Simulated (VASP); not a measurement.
# LiAuS2 (I4/mcm) in VASP: further runs

Runs on LiAuS2. Level: PBE. Tasks: single point, relaxation of cell and atoms.

Everything below comes from runs of VASP 6.6.1. Logs are shortened: lines on timing, memory, paths and dates and some standing lists are left out, and cuts for length are marked.

## Step 1: The cell of the first run

The structure is tetragonal, space group I4/mcm (No. 140). The conventional cell has a = 6.434 Å, b = 6.434 Å, c = 7.166 Å, α = 90.00°, β = 90.00°, γ = 90.00°. Li (site symmetry 422) has 8 S at 2.96 Å and 4 Au at 3.22 Å and 2 Li at 3.58 Å within 3.9 Å. Within 3.5 Å of S (site symmetry m2m) lie 4 Au at 2.44 to 3.40 Å and 4 Li at 2.96 Å and 5 S at 3.32 to 3.33 Å. Au (site symmetry -42m) has 8 S at 2.44 to 3.40 Å and 4 Li at 3.22 Å and 2 Au at 3.58 Å within 3.6 Å.

## Step 2: Single point, PBE

File INCAR:

```
SYSTEM = LiAuS2
  PREC = Accurate
  ENCUT = 520
  EDIFF = 1E-6
  ISMEAR = 0
  SIGMA = 0.1
  LREAL = .False.
  LASPH = .True.
  NELM = 100
  ALGO = Normal
  ISIF = 2
  LWAVE = .False.
  LCHARG = .False.
  GGA = PE
  NBANDS = 36
```

File KPOINTS:

```
Automatic mesh
0
Gamma
  4 4 4
  0 0 0
```

File POSCAR:

```
LiAuS2
1.0
   -3.2168396104      3.2168396104      3.5829625995
    3.2168396104     -3.2168396104      3.5829625995
    3.2168396104      3.2168396104     -3.5829625995
Li S Au
2 4 2
Direct
    0.7500000000      0.7500000000      0.0000000000
    0.2500000000      0.2500000000      0.0000000000
    0.1823169263      0.6823169263      0.8646338526
    0.6823169263      0.8176830737      0.5000000000
    0.8176830737      0.3176830737      0.1353661474
    0.3176830737      0.1823169263      0.5000000000
    0.2500000000      0.7500000000      0.5000000000
    0.7500000000      0.2500000000      0.5000000000
```

Potentials or basis: VASP PAW PBE potentials, release 64 (Li_sv, S, Au).

Started as:

```bash
cat potpaw_PBE.64/Li_sv/POTCAR potpaw_PBE.64/S/POTCAR potpaw_PBE.64/Au/POTCAR > POTCAR
mpirun -np 1 vasp_std > vasp.out
```

OUTCAR:

```text
SYSTEM = LiAuS2
   PREC = Accurate
   ENCUT = 520
   EDIFF = 1E-6
   ISMEAR = 0
   LREAL = .False.
   LASPH = .True.
   NELM = 100
   ISIF = 2
   GGA = PE

 ion  position               nearest neighbor table
   1  0.750  0.750  0.000-
   2  0.250  0.250  0.000-
   3  0.182  0.682  0.865-   8 2.44   7 2.44
   4  0.682  0.818  0.500-   7 2.44   8 2.44
   5  0.818  0.318  0.135-   7 2.44   8 2.44
   6  0.318  0.182  0.500-   7 2.44   8 2.44
   7  0.250  0.750  0.500-   4 2.44   6 2.44   5 2.44   3 2.44   8 3.58   8 3.58
   8  0.750  0.250  0.500-   4 2.44   6 2.44   3 2.44   5 2.44   7 3.58   7 3.58

  LATTYP: Found a body centered tetragonal cell.
 ALAT       =     6.4336792208
 C/A-ratio  =     1.1138144991

  Lattice vectors:

 A1 = (  -3.2168396104,   3.2168396104,   3.5829625995)
 A2 = (   3.2168396104,  -3.2168396104,   3.5829625995)
 A3 = (   3.2168396104,   3.2168396104,  -3.5829625995)

Analysis of symmetry for initial positions (statically):
=====================================================================
 Subroutine PRICEL returns:
 Original cell was already a primitive cell.

 Routine SETGRP: Setting up the symmetry group for a
 body centered tetragonal supercell.

 Subroutine GETGRP returns: Found 16 space group operations
 (whereof  8 operations were pure point group operations)
 out of a pool of 16 trial point group operations.

The static configuration has the point symmetry C_4h.
 The point group associated with its full space group is D_4h.

Analysis of symmetry for dynamics (positions and initial velocities):
=====================================================================
 Subroutine PRICEL returns:
 Original cell was already a primitive cell.

 Routine SETGRP: Setting up the symmetry group for a
 body centered tetragonal supercell.

 Subroutine GETGRP returns: Found 16 space group operations
 (whereof  8 operations were pure point group operations)
 out of a pool of 16 trial point group operations.

The dynamic configuration has the point symmetry C_4h.
 The point group associated with its full space group is D_4h.

 Subroutine INISYM returns: Found 16 space group operations
 (whereof  8 operations are pure point group operations),
 and found     1 'primitive' translations

----------------------------------------------------------------------------------------

                                     Primitive cell

  volume of cell :     148.3068

  direct lattice vectors                    reciprocal lattice vectors
    -3.216839610  3.216839610  3.582962600     0.000000000  0.155432058  0.139549322
     3.216839610 -3.216839610  3.582962600     0.155432058  0.000000000  0.139549322
     3.216839610  3.216839610 -3.582962600     0.155432058  0.155432058  0.000000000

  length of vectors
     5.790831991  5.790831991  5.790831991     0.208885466  0.208885466  0.219814124

  position of ions in fractional coordinates (direct lattice)
     0.750000000  0.750000000  0.000000000
     0.250000000  0.250000000  0.000000000
     0.182316926  0.682316926  0.864633853
     0.682316926  0.817683074  0.500000000
     0.817683074  0.317683074  0.135366147
     0.317683074  0.182316926  0.500000000
     0.250000000  0.750000000  0.500000000
     0.750000000  0.250000000  0.500000000

  ion indices of the primitive-cell ions
   primitive index   ion index
                 1           1
                 2           2
                 3           3
                 4           4
                 5           5
                 6           6
                 7           7
                 8           8

----------------------------------------------------------------------------------------

 KPOINTS: Automatic mesh

Automatic generation of k-mesh.
 Grid dimensions read from file:
 generate k-points for:    4    4    4

 Generating k-lattice:

  Cartesian coordinates                     Fractional coordinates (reciprocal lattice)
     0.000000000  0.038858014  0.034887330     0.250000000  0.000000000  0.000000000
     0.038858014  0.000000000  0.034887330     0.000000000  0.250000000  0.000000000
     0.038858014  0.038858014  0.000000000     0.000000000  0.000000000  0.250000000

  Length of vectors
     0.052221366  0.052221366  0.054953531

  Shift w.r.t. Gamma in fractional coordinates (k-lattice)
     0.000000000  0.000000000  0.000000000

 Subroutine IBZKPT returns following result:
 ===========================================

 Found     13 irreducible k-points:

 Following reciprocal coordinates:
            Coordinates               Weight
  0.000000  0.000000  0.000000      1.000000
  0.250000 -0.000000  0.000000      8.000000
  0.500000 -0.000000  0.000000      4.000000
  0.250000  0.250000  0.000000      8.000000
  0.500000  0.250000  0.000000     16.000000
 -0.250000  0.250000  0.000000      4.000000
  0.500000  0.500000  0.000000      2.000000
  0.250000  0.250000  0.250000      2.000000
 -0.250000  0.250000  0.250000      4.000000
  0.500000  0.500000  0.250000      4.000000
 -0.250000  0.500000  0.250000      8.000000
 -0.250000 -0.250000  0.250000      2.000000
  0.500000  0.500000  0.500000      1.000000
   k-points           NKPTS =     13   k-points in BZ     NKDIM =     13   number of bands    NBANDS=     36
   number of dos      NEDOS =    301   number of ions     NIONS =      8
   total plane-waves  NPLWV = 110592
   dimension x,y,z NGX =    48 NGY =   48 NGZ =   48
   dimension x,y,z NGXF=    96 NGYF=   96 NGZF=   96
   ions per type =               2   4   2
   NGX,Y,Z   is equivalent  to a cutoff of  13.78, 13.78, 13.78 a.u.
   NGXF,Y,Z  is equivalent  to a cutoff of  27.56, 27.56, 27.56 a.u.
 SYSTEM =  LiAuS2
   PREC   = accura    normal or accurate (medium, high low for compatibility)
   ISTART =      0    job   : 0-new  1-cont  2-samecut
   ICHARG =      2    charge: 1-file 2-atom 10-const
   ISPIN  =      1    spin polarized calculation?
   LNONCOLLINEAR =      F non collinear calculations
   LSORBIT =      F    spin-orbit coupling
   LASPH  =      T    aspherical Exc in radial PAW
   ENCUT  =  520.0 eV  38.22 Ry    6.18 a.u.  10.77 10.77 10.77*2*pi/ulx,y,z
   NELM   =    100;   NELMIN=  2; NELMDL= -5     # of ELM steps
   EDIFF  = 0.1E-05   stopping-criterion for ELM
   LREAL  =      F    real-space projection
   EDIFFG = 0.1E-04   stopping-criterion for IOM
   NSW    =      0    number of steps for IOM
   IBRION =     -1    ionic relax: 0-MD 1-quasi-New 2-CG
   NFREE  =      0    steps in history (QN), initial steepest desc. (CG)
   ISIF   =      2    stress and relaxation
   ISYM   =      2    0-nonsym 1-usesym 2-fastsym
   POTIM  = 0.5000    time-step for ionic-motion
   TEBEG  =    0.0;   TEEND  =   0.0 temperature during run
   PSTRESS=    0.0 pullay stress
   NELECT =      52.0000    total number of electrons
   NUPDOWN=      -1.0000    fix difference up-down
   EMIN   =  10.00;   EMAX   =-10.00  energy-range for DOS
   EFERMI =   0.00;   METHOD = LEGACY
   ISMEAR =     0;   SIGMA  =   0.10  broadening in eV -4-tet -1-fermi 0-gaus
   EFERMI_NEDOS =   21; number of points for ismear=-14 and -15
   IALGO  =     38    algorithm
   IMIX   =      4    mixing-type and parameters
     AMIX     =   0.40;   BMIX     =  1.00
     AMIX_MAG =   1.60;   BMIX_MAG =  1.00
  volume/ion in A,a.u.               =      18.54       125.10
  Fermi-wavevector in a.u.,A,eV,Ry     =   1.154398  2.181496 18.131598  1.332635
  Thomas-Fermi vector in A             =   2.291035
   LORBIT       =      0    0 simple, 1 ext, 2 COOP (PROOUT), +10 PAW based schemes
   GGA     = PE    functional components
   LHFCALC =     F    Hartree Fock is set to
   AEXX    =    0.0000 exact exchange contribution
   IVDW    =     0    specifies the selected vdW correction
   LEPSILON=     F    determine dielectric tensor
   LRPA    =     F    only Hartree local field effects (RPA)
 non-spin polarized calculation
 Gauss-broadening in eV      SIGMA  =   0.10
  energy-cutoff  :      520.00
  volume of cell :      148.31
 maximum number of plane-waves:      4012
 NGX is ok and might be reduce to    48
   NGX = 21   NGY = 21   NGZ = 21

 number of electron      52.0000015 magnetization

 Free energy of the ion-electron system (eV)
  ---------------------------------------------------
  ext. energy  EPLUGINS =         0.00000000
  ---------------------------------------------------
  free energy    TOTEN  =       -27.66887639 eV

  energy without entropy =      -27.63997961  energy(sigma->0) =      -27.65442800

 E-fermi :   4.7077     XC(G=0):  -9.8585

 val. band max:        4.7041090142   @ k =   0.5000   0.5000   0.2500
 cond. band min:       4.7263981162   @ k =   0.2500   0.2500   0.0000
 fundamental gap:      0.0222891020
 Fermi energy:         4.7077239663

 k-point     1 :       0.0000    0.0000    0.0000
  band No.  band energies     occupation
      1     -41.5687      2.00000
      2     -41.5678      2.00000
      3      -9.1179      2.00000
      4      -7.5665      2.00000
      5      -7.5665      2.00000
      6      -7.3928      2.00000
[... 28 lines left out ...]
     35      12.6594      0.00000
     36      12.6674      0.00000

 k-point     2 :       0.2500   -0.0000    0.0000
  band No.  band energies     occupation
      1     -41.5686      2.00000
      2     -41.5679      2.00000
      3      -8.8950      2.00000
      4      -7.7758      2.00000
      5      -7.5467      2.00000
      6      -7.4328      2.00000
[... 28 lines left out ...]
     35      12.1834      0.00000
     36      12.5000      0.00000
[... 388 lines left out ...]
     35      12.3542      0.00000
     36      12.3548      0.00000

 k-point    13 :       0.5000    0.5000    0.5000
  band No.  band energies     occupation
      1     -41.5686      2.00000
      2     -41.5679      2.00000
      3      -8.2920      2.00000
      4      -7.7443      2.00000
      5      -7.7284      2.00000
      6      -7.7284      2.00000
[... 28 lines left out ...]
     35      10.4673      0.00000
     36      10.9290      0.00000

------------------------ aborting loop because EDIFF is reached ----------------------------------------

  FORCE on cell =-STRESS in cart. coord.  units (eV):
  Direction    XX          YY          ZZ          XY          YZ          ZX
  --------------------------------------------------------------------------------------
  -------------------------------------------------------------------------------------
  Total        0.0554161      0.0554161      0.0644072      0.0000000      0.0000000      0.0000000
  in kB        0.5986671      0.5986671      0.6957992      0.0000000      0.0000000      0.0000000
  external PRESSURE =       0.6310444 kB  Pullay stress =       0.0000000 kB

 VOLUME and BASIS-vectors are now :
 -----------------------------------------------------------------------------
  energy-cutoff  :      520.00
  volume of cell :      148.31
      direct lattice vectors                 reciprocal lattice vectors
    -3.216839610  3.216839610  3.582962600     0.000000000  0.155432058  0.139549322
     3.216839610 -3.216839610  3.582962600     0.155432058  0.000000000  0.139549322
     3.216839610  3.216839610 -3.582962600     0.155432058  0.155432058  0.000000000

 POSITION                                       TOTAL-FORCE (eV/Angst)
 -----------------------------------------------------------------------------------
      0.00000      0.00000      5.37444         0.000000      0.000000      0.000000
      0.00000      0.00000      1.79148         0.000000      0.000000      0.000000
      4.38981      1.17297     -0.00000         0.018969      0.018969     -0.000000
      2.04387      1.17297      3.58296        -0.018969      0.018969      0.000000
     -1.17297      2.04387      3.58296        -0.018969     -0.018969      0.000000
      1.17297      2.04387      0.00000         0.018969     -0.018969      0.000000
      3.21684      0.00000      1.79148         0.000000     -0.000000      0.000000
      0.00000      3.21684      1.79148         0.000000     -0.000000      0.000000
 -----------------------------------------------------------------------------------
    total drift:                                0.000000      0.000000      0.000000

  FREE ENERGIE OF THE ION-ELECTRON SYSTEM (eV)
  ---------------------------------------------------
  free  energy   TOTEN  =       -27.6688763893 eV

  energy  without entropy=      -27.6399796119  energy(sigma->0) =      -27.65442800
```

It took 81 s on 1 thread of Intel Xeon Platinum 8259CL at 2.50GHz (Skylake/Cascade Lake), shared host; peak memory 0.34 GiB.

What came out:

```yaml
Free_energy: -27.6689 eV
Largest_force: 0.027 eV/Å
Band_gap_on_the_k_mesh: zero (bands 26 and 27 overlap by 0.66 eV)
```

Forces in eV/Å, atoms in the order of the input:
```
Li   0.000  0.000  0.000
Li   0.000  0.000  0.000
S    0.019  0.019  0.000
S   -0.019  0.019  0.000
S   -0.019 -0.019  0.000
S    0.019 -0.019  0.000
Au   0.000  0.000  0.000
Au   0.000  0.000  0.000
```

Caveat: the cutoff is under 1.25 times the usual one of these potentials, so pressure, stress and relaxed cells hold a basis-set (Pulay) error; spin-orbit coupling is left out, which moves the levels of the heavy elements.

## Step 3: Relaxation of cell and atoms, PBE

This run uses another cell than the first one, of 19.69 Å³/atom.

File INCAR:

```
PREC = Accurate
ENCUT = 600
EDIFF = 1E-6
ISMEAR = 0
SIGMA = 0.1
LREAL = False
LASPH = True
NELM = 80
ALGO = Normal
ISIF = 3
LWAVE = False
LCHARG = False
GGA = PE
IBRION = 2
NSW = 90
EDIFFG = -0.04
```

File KPOINTS:

```
regular mesh
0
Gamma
  4 4 4
```

File POSCAR:

```
LiAuS2
1.0
   -3.6990802150      3.6990802150      2.8774667765
    3.6990802150     -3.6990802150      2.8774667765
    3.6990802150      3.6990802150     -2.8774667765
Li S Au
2 4 2
Direct
    0.7500000000      0.7500000000      0.0000000000
    0.2500000000      0.2500000000      0.0000000000
    0.1667000000      0.6667000000      0.8334000000
    0.6667000000      0.8333000000      0.5000000000
    0.8333000000      0.3333000000      0.1666000000
    0.3333000000      0.1667000000      0.5000000000
    0.2500000000      0.7500000000      0.5000000000
    0.7500000000      0.2500000000      0.5000000000
```

Potentials or basis: VASP PAW PBE potentials, release 64 (Li_sv, S, Au).

Started as:

```bash
cat potpaw_PBE.64/Li_sv/POTCAR potpaw_PBE.64/S/POTCAR potpaw_PBE.64/Au/POTCAR > POTCAR
mpirun -np 1 vasp_std > vasp.out
```

Wall time 17 min (1 thread of Intel Xeon Platinum 8259CL at 2.50GHz (Skylake/Cascade Lake), shared host); peak memory 0.39 GiB.

The run converged. Its results:

```
Free energy                           : -27.6597 eV
Relaxed volume                        : 18.38 Å³/atom
Relaxed cell                          : a = 5.774 Å, b = 5.774 Å, c = 5.774 Å, α = 112.52°, β = 112.52°, γ = 103.53°
Space group after relaxing (to 0.1 Å) : I4/mcm (No. 140)
Energy gained by relaxing             : 298.6 meV/atom
Ionic steps                           : 22
Pressure after relaxing               : 0.1 GPa
Largest force after relaxing          : 0.004 eV/Å
Band gap on the k mesh                : zero (bands 26 and 27 overlap by 0.69 eV)
```

Forces on the atoms (eV/Å):
```
Li   0.000  0.000  0.000
Li   0.000  0.000  0.000
S   -0.003 -0.003  0.000
S    0.003 -0.003  0.000
S    0.003  0.003  0.000
S   -0.003  0.003  0.000
Au   0.000  0.000  0.000
Au   0.000  0.000  0.000
```

Stress tensor (GPa, compression positive):
```
 0.18  0.00  0.00
 0.00  0.18  0.00
 0.00  0.00 -0.15
```

The path:
| step | energy change (eV) | largest force (eV/Å) | pressure (GPa) | volume (Å³) |
| --- | --- | --- | --- | --- |
| 1 | 0.0000 | 3.3663 | 12.88 | 157.49 |
| 2 | -0.6958 | 0.9782 | -7.60 | 196.03 |
| 3 | -1.3659 | 0.2427 | -2.02 | 177.37 |
| 4 | -1.3662 | 0.2833 | -1.83 | 176.96 |
| 5 | -1.5492 | 0.2726 | -1.54 | 172.33 |
| 6 | -2.0058 | 0.2601 | -0.16 | 158.23 |
| 7 | -2.0524 | 0.5839 | 8.48 | 129.50 |
| 8 | -2.2498 | 0.3917 | 3.04 | 143.71 |
| 9 | -2.2593 | 0.4373 | 4.33 | 139.46 |
| 10 | -2.3581 | 0.1299 | 2.05 | 140.44 |
| 11 | -2.3676 | 0.0069 | 0.96 | 140.94 |
| 12 | -2.3680 | 0.0224 | 1.10 | 140.87 |
| 13 | -2.3752 | 0.0028 | 0.74 | 141.91 |
| 14 | -2.3810 | 0.0483 | 0.11 | 143.87 |
| 15 | -2.3811 | 0.0525 | 0.06 | 144.06 |
| 16 | -2.3816 | 0.0533 | 0.03 | 144.19 |
| 17 | -2.3830 | 0.0558 | -0.03 | 144.57 |
| 18 | -2.3852 | 0.0613 | -0.15 | 145.35 |
| 19 | -2.3869 | 0.0704 | -0.39 | 146.91 |
| 20 | -2.3873 | 0.0644 | -0.35 | 146.92 |
| 21 | -2.3883 | 0.0450 | -0.21 | 146.95 |
| 22 | -2.3891 | 0.0040 | 0.07 | 147.00 |

Final structure:
```cif
data_structure
_symmetry_space_group_name_H-M 'P 1'
_symmetry_Int_Tables_number 1
_cell_length_a 5.7739
_cell_length_b 5.7739
_cell_length_c 5.7739
_cell_angle_alpha 112.523
_cell_angle_beta 112.523
_cell_angle_gamma 103.525
_cell_volume 147.00
loop_
_atom_site_label
_atom_site_type_symbol
_atom_site_fract_x
_atom_site_fract_y
_atom_site_fract_z
_atom_site_occupancy
Li1 Li 0.75000 0.75000 0.00000 1
Li2 Li 0.25000 0.25000 0.00000 1
S1 S 0.18444 0.68444 0.86888 1
S2 S 0.68444 0.81556 0.50000 1
S3 S 0.81556 0.31556 0.13112 1
S4 S 0.31556 0.18444 0.50000 1
Au1 Au 0.25000 0.75000 0.50000 1
Au2 Au 0.75000 0.25000 0.50000 1
```

Levels at points of the mesh, in eV from the Fermi level:
| k point | band 24 | band 25 | band 26 | band 27 | band 28 | band 29 |
| --- | --- | --- | --- | --- | --- | --- |
| (0.00, 0.00, 0.00) | -1.74 | -1.29 | 0.48 | 0.48 | 0.51 | 2.54 |
| (0.50, 0.00, 0.00) | -1.37 | -0.10 | -0.10 | 0.22 | 0.22 | 3.43 |
| (0.50, 0.50, 0.00) | -1.03 | -0.68 | -0.24 | 0.06 | 0.52 | 4.05 |
| (0.50, 0.50, 0.50) | -0.06 | -0.05 | -0.05 | 0.62 | 0.62 | 4.37 |

Caveat: the cutoff is under 1.25 times the usual one of these potentials, so pressure, stress and relaxed cells hold a basis-set (Pulay) error; spin-orbit coupling is left out, which moves the levels of the heavy elements.
